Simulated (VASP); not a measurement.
A run of VASP 6.6.1 is set up as follows.

Contents of INCAR:

```
PREC     = Accurate       # precision mode
ENCUT    = 500            # plane-wave cutoff, eV
EDIFF    = 1E-6           # SCF threshold, eV
ISMEAR   = 0              # smearing method
SIGMA    = 0.2            # smearing width, eV
LREAL    = False          # projectors in reciprocal space
LASPH    = True           # aspherical terms in the spheres
NELM     = 120            # most SCF steps
ALGO     = Normal         # electronic algorithm
ISIF     = 2              # what is computed and relaxed
LWAVE    = False          # write WAVECAR
LCHARG   = False          # write CHGCAR
GGA      = PE             # functional
NBANDS   = 40             # bands
GGA_COMPAT= False
```

File KPOINTS:

```
Automatic mesh
0
Gamma
  3 3 3
```

Contents of POSCAR:

```
HfTe6Mo
1.0
    6.6701607224      0.0000000000      0.0000000000
   -3.3350803612      5.7765286330      0.0000000000
    0.0000000000      0.0000000000      6.1584910967
Hf Te Mo
1 6 1
Direct
    0.0000000000      0.0000000000      0.0000000000
    0.0098605300      0.6630323943      0.7251232129
    0.6531718643      0.6630323943      0.2748767871
    0.6531718643     -0.0098605300      0.7251232129
    0.3369676057      0.3468281357      0.7251232129
    0.0098605300      0.3468281357      0.2748767871
    0.3369676057     -0.0098605300      0.2748767871
    0.3333333333      0.6666666667      0.0000000000
```

Potentials or basis: VASP PAW PBE potentials, release 64 (Hf_pv, Te, Mo_sv).

Run with:

```bash
$ cat potpaw_PBE.64/Hf_pv/POTCAR potpaw_PBE.64/Te/POTCAR potpaw_PBE.64/Mo_sv/POTCAR > POTCAR
$ mpirun -np 1 vasp_std > vasp.out
```

**Question.** What does it give for the pressure?

**Answer.** -0.1 GPa.

**Question.** What does it give for the largest force?

**Answer.** 0.007 eV/Å.

Forces in eV/Å, atoms in the order of the input:
```
Hf   0.000  0.000  0.000
Te  -0.003 -0.003 -0.006
Te   0.003 -0.003  0.006
Te  -0.001  0.004 -0.006
Te   0.004 -0.001 -0.006
Te  -0.004 -0.001  0.006
Te   0.001  0.004  0.006
Mo   0.000  0.000  0.000
```

Caveat: the k points lie up to 0.36 Å⁻¹ apart, too coarse for converged energies and pressures of a metal.
